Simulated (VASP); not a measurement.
# WS2 in VASP: further runs, part 2 of 2

VASP 6.6.1. The steps go on from the part before.

### 3 Single point, r2SCAN

This run uses another cell than the first one.

POSCAR

```
WS2
1.0
    3.1404905896      0.0000000000      0.0000000000
   -1.5702452948      2.7197446309      0.0000000000
    0.0000000000      0.0000000000     16.7214879437
W S
1 2
Direct
    0.0000000000      0.0000000000      0.0000000000
    0.3333333333      0.6666666667      0.0920005100
    0.3333333333      0.6666666667      0.9079994900
```

INCAR.step1

```
ALGO     = Normal         # electronic algorithm
EDIFF    = 1E-4           # SCF threshold, eV
ENCUT    = 520            # plane-wave cutoff, eV
GGA      = PE             # functional
ISMEAR   = -1             # smearing method
LASPH    = True           # aspherical terms in the spheres
LCHARG   = False          # write CHGCAR
LREAL    = False          # projectors in reciprocal space
LWAVE    = True           # write WAVECAR
NBANDS   = 20             # bands
NELM     = 80             # most SCF steps
PREC     = Accurate       # precision mode
SIGMA    = 0.05           # smearing width, eV
```

INCAR.step2

```
ALGO     = Normal         # electronic algorithm
EDIFF    = 1E-7           # SCF threshold, eV
ENCUT    = 520            # plane-wave cutoff, eV
ISIF     = 2              # what is computed and relaxed
ISMEAR   = -1             # smearing method
ISTART   = 1            
LASPH    = True           # aspherical terms in the spheres
LCHARG   = True           # write CHGCAR
LELF     = True           # ELF
LMIXTAU  = True         
LREAL    = False          # projectors in reciprocal space
LVHAR    = True         
LWAVE    = False          # write WAVECAR
METAGGA  = R2SCAN         # meta-GGA
NBANDS   = 20             # bands
NELM     = 80             # most SCF steps
PREC     = Accurate       # precision mode
SIGMA    = 0.05           # smearing width, eV
```

KPOINTS

```
k-points
0
Gamma
  10 10 2
```

Potentials or basis: VASP PAW PBE potentials, release 64 (W_sv, S).

Started as:

```
cat potpaw_PBE.64/W_sv/POTCAR potpaw_PBE.64/S/POTCAR > POTCAR
cp INCAR.step1 INCAR
mpirun -np 1 vasp_std > vasp.out
cp INCAR.step2 INCAR
mpirun -np 1 vasp_std > vasp.out
```

OUTCAR:

```text
EDIFF = 1E-7
   ENCUT = 520
   ISIF = 2
   ISMEAR = -1
   ISTART = 1
   LASPH = True
   LREAL = False
   METAGGA = R2SCAN
   NELM = 80
   PREC = Accurate

 ion  position               nearest neighbor table
   1  0.000  0.000  0.000-   2 2.38   3 2.38   2 2.38   3 2.38   2 2.38   3 2.38
   2  0.333  0.667  0.092-   1 2.38   1 2.38   1 2.38
   3  0.333  0.667  0.908-   1 2.38   1 2.38   1 2.38

  LATTYP: Found a hexagonal cell.
 ALAT       =     3.1404905896
 C/A-ratio  =     5.3244827414

  Lattice vectors:

 A1 = (   3.1404905896,   0.0000000000,   0.0000000000)
 A2 = (  -1.5702452948,   2.7197446309,   0.0000000000)
 A3 = (   0.0000000000,   0.0000000000,  16.7214879437)

Analysis of symmetry for initial positions (statically):
=====================================================================
 Subroutine PRICEL returns:
 Original cell was already a primitive cell.

 Routine SETGRP: Setting up the symmetry group for a
 hexagonal supercell.

 Subroutine GETGRP returns: Found 12 space group operations
 (whereof 12 operations were pure point group operations)
[... 158 lines left out ...]
 Free energy of the ion-electron system (eV)
  ---------------------------------------------------
  ext. energy  EPLUGINS =         0.00000000
  ---------------------------------------------------
  free energy    TOTEN  =       -69.99363486 eV

  energy without entropy =      -69.99363486  energy(sigma->0) =      -69.99363486

 E-fermi :  -0.1526     XC(G=0):  -4.6971

 val. band max:       -1.2228732511   @ k =   0.0000   0.0000   0.0000
 cond. band min:       1.0106376845   @ k =   0.3000   0.3000   0.5000
 fundamental gap:      2.2335109356
 Fermi energy:        -0.1525954323

 k-point     1 :       0.0000    0.0000    0.0000
  band No.  band energies     occupation
      1     -77.0713      2.00000
      2     -40.7108      2.00000
      3     -40.5160      2.00000
      4     -40.5160      2.00000
      5     -16.9660      2.00000
      6     -15.0890      2.00000
[... 541 lines left out ...]
     19       7.6741      0.00000
     20       7.7327      0.00000

 [... further k-points ...]
[... 5 lines left out ...]
  --------------------------------------------------------------------------------------
  -------------------------------------------------------------------------------------
  Total        2.3162362      2.3162362      2.4072441      0.0000000      0.0000000      0.0000000
  in kB       25.9832153     25.9832153     27.0041281      0.0000000      0.0000000      0.0000000
  external PRESSURE =      26.3235196 kB  Pullay stress =       0.0000000 kB

 VOLUME and BASIS-vectors are now :
 -----------------------------------------------------------------------------
  energy-cutoff  :      520.00
  volume of cell :      142.82
      direct lattice vectors                 reciprocal lattice vectors
     3.140490590  0.000000000  0.000000000     0.318421588  0.183840789  0.000000000
    -1.570245295  2.719744631  0.000000000     0.000000000  0.367681579  0.000000000
     0.000000000  0.000000000 16.721487944     0.000000000  0.000000000  0.059803290

 POSITION                                       TOTAL-FORCE (eV/Angst)
 -----------------------------------------------------------------------------------
      0.00000      0.00000      0.00000        -0.000000      0.000000      0.000000
     -0.00000      1.81316      1.53839         0.000000      0.000000      0.789825
     -0.00000      1.81316     15.18310         0.000000      0.000000     -0.789825
 -----------------------------------------------------------------------------------
    total drift:                               -0.000001      0.000000     -0.000000

  FREE ENERGIE OF THE ION-ELECTRON SYSTEM (eV)
  ---------------------------------------------------
  free  energy   TOTEN  =       -69.9936348645 eV

  energy  without entropy=      -69.9936348645  energy(sigma->0) =      -69.99363486
```

OUTCAR.step1:

```text
EDIFF = 1E-4
   ENCUT = 520
   GGA = PE
   ISMEAR = -1
   LASPH = True
   LREAL = False
[... 776 lines left out ...]
      0.00000      0.00000      0.00000         0.000000      0.000000      0.000000
     -0.00000      1.81316      1.53839        -0.000000     -0.000000      1.044621
     -0.00000      1.81316     15.18310        -0.000000      0.000000     -1.044621
 -----------------------------------------------------------------------------------
    total drift:                                0.000000     -0.000000     -0.000000

  FREE ENERGIE OF THE ION-ELECTRON SYSTEM (eV)
  ---------------------------------------------------
  free  energy   TOTEN  =       -23.6017921653 eV

  energy  without entropy=      -23.6017921652  energy(sigma->0) =      -23.60179217
```

OSZICAR.step1:

```text
N       E                     dE             d eps       ncg     rms          rms(c)
DAV:   1     0.174358988719E+03    0.17436E+03   -0.12196E+04  1344   0.111E+03
DAV:   2    -0.114978231056E+02   -0.18586E+03   -0.17943E+03  1440   0.269E+02
DAV:   3    -0.246659727154E+02   -0.13168E+02   -0.13076E+02  1472   0.669E+01
DAV:   4    -0.249089757570E+02   -0.24300E+00   -0.24256E+00  1504   0.102E+01
DAV:   5    -0.249144643394E+02   -0.54886E-02   -0.54881E-02  1476   0.154E+00    0.289E+01
DAV:   6    -0.237715287548E+02    0.11429E+01   -0.57299E+00  1272   0.163E+01    0.120E+01
DAV:   7    -0.236568162348E+02    0.11471E+00   -0.13710E+00  1300   0.649E+00    0.501E+00
DAV:   8    -0.236050911847E+02    0.51725E-01   -0.29854E-01  1388   0.361E+00    0.116E+00
DAV:   9    -0.236035933856E+02    0.14978E-02   -0.16911E-02  1508   0.820E-01    0.729E-01
DAV:  10    -0.236020298922E+02    0.15635E-02   -0.95695E-03  1380   0.650E-01    0.817E-02
DAV:  11    -0.236018626858E+02    0.16721E-03   -0.96434E-04  1320   0.210E-01    0.693E-02
DAV:  12    -0.236017921653E+02    0.70520E-04   -0.68746E-05   936   0.558E-02
   1 F= -.23601792E+02 E0= -.23601792E+02  d E =-.113727E-09
```

Run time: 3.4 min. Hardware: 1 thread of Intel Xeon 6975P-C (Granite Rapids), shared host; peak memory 0.32 GiB.

What came out:

```
Free energy            : -69.9936 eV
Largest force          : 0.790 eV/Å
Band gap on the k mesh : 2.23 eV (least direct gap 2.41 eV)
```

Forces on the atoms (eV/Å):
```
W    0.000  0.000  0.000
S    0.000  0.000  0.790
S    0.000  0.000 -0.790
```

Caveat: there is no dipole correction, which matters where the two faces differ; the PAW data sets were made with another functional, which shifts forces and pressure a little; spin-orbit coupling is left out, which moves the levels of the heavy elements.

### 4 Single point, r2SCAN

This run uses another cell than the first one.

POSCAR

```
WS2
1.0
    3.1835163552      0.0000000000      0.0000000000
   -1.5917581776      2.7570060369      0.0000000000
    0.0000000000      0.0000000000     16.9505778900
W S
1 2
Direct
    0.0000000000      0.0000000000      0.0000000000
    0.3333333333      0.6666666667      0.0920005100
    0.3333333333      0.6666666667      0.9079994900
```

INCAR.step1

```
  PREC = Accurate
  ENCUT = 520
  ISMEAR = -1
  SIGMA = 0.05
  LREAL = False
  LASPH = True
  NELM = 80
  NBANDS = 20
  GGA = PE
  ALGO = Normal
  EDIFF = 1E-4
  LWAVE = True
  LCHARG = False
```

INCAR.step2

```
  PREC = Accurate
  ENCUT = 520
  EDIFF = 1E-7
  ISMEAR = -1
  SIGMA = 0.05
  LREAL = False
  LASPH = True
  NELM = 80
  ALGO = Normal
  ISIF = 2
  LWAVE = False
  LCHARG = False
  METAGGA = R2SCAN
  LMIXTAU = True
  NBANDS = 20
  ISTART = 1
```

KPOINTS

```
regular mesh
0
Gamma
  10 10 2
```

Started as:

```
cat potpaw_PBE.64/W_sv/POTCAR potpaw_PBE.64/S/POTCAR > POTCAR
cp INCAR.step1 INCAR
mpirun -np 1 vasp_std > vasp.out
cp INCAR.step2 INCAR
mpirun -np 1 vasp_std > vasp.out
```

Run time: 2.7 min. Hardware: 1 thread of Intel Xeon 6975P-C (Granite Rapids), shared host; peak memory 0.32 GiB.

It converged, with:

| Quantity | Value |
| --- | --- |
| Free energy | -70.0410 eV |
| Largest force | 0.004 eV/Å |
| Band gap on the k mesh | 2.10 eV (least direct gap 2.28 eV) |

Forces in eV/Å, atoms in the order of the input:
```
W    0.000  0.000  0.000
S    0.000  0.000 -0.004
S    0.000  0.000  0.004
```

Levels at points of the mesh, in eV from the valence-band top:
| k point | band 9 | band 10 | band 11 | band 12 | band 13 | band 14 | band 15 | band 16 | band 17 | band 18 |
| --- | --- | --- | --- | --- | --- | --- | --- | --- | --- | --- |
| (0.00, 0.00, 0.00) | -3.07 | -2.22 | -1.79 | -1.79 | 0.00 | 3.06 | 3.06 | 3.22 | 3.22 | 5.57 |
| (0.50, 0.00, 0.00) | -4.65 | -3.64 | -2.27 | -1.44 | -0.99 | 2.99 | 3.46 | 4.40 | 4.99 | 5.54 |
| (0.00, 0.00, 0.50) | -3.07 | -2.22 | -1.79 | -1.79 | 0.00 | 3.06 | 3.06 | 3.22 | 3.22 | 5.64 |
| (0.50, 0.00, 0.50) | -4.65 | -3.64 | -2.27 | -1.44 | -0.99 | 2.99 | 3.46 | 4.40 | 4.99 | 5.54 |

Caveat: there is no dipole correction, which matters where the two faces differ; the PAW data sets were made with another functional, which shifts forces and pressure a little; spin-orbit coupling is left out, which moves the levels of the heavy elements.

### 5 Overview

```csv
level,potentials or basis,cell,gap on the mesh (eV),largest force (eV/Å)
LDA,"VASP PAW LDA potentials, release 64 (W_sv, S)","a = 3.246, b = 3.246, c = 17.283 Å, angles 90.0, 90.0, 120.0°, 3 atoms",1.82,1.29
r2SCAN,"VASP PAW PBE potentials, release 64 (W_sv, S)","a = 3.140, b = 3.140, c = 16.721 Å, angles 90.0, 90.0, 120.0°, 3 atoms",2.23,0.79
r2SCAN,"VASP PAW PBE potentials, release 64 (W_sv, S)","a = 3.184, b = 3.184, c = 16.951 Å, angles 90.0, 90.0, 120.0°, 3 atoms",2.10,-
```

Alike in all rows: task single point; no spin polarisation; k mesh 10 × 10 × 2; cutoff (eV) 520; smearing fermi-dirac 0.05 eV.

Caveats: there is no dipole correction, which matters where the two faces differ; spin-orbit coupling is left out, which moves the levels of the heavy elements; the PAW data sets were made with another functional, which shifts forces and pressure a little (at least some runs).

Absolute energies hang on the potentials; compare differences alone.
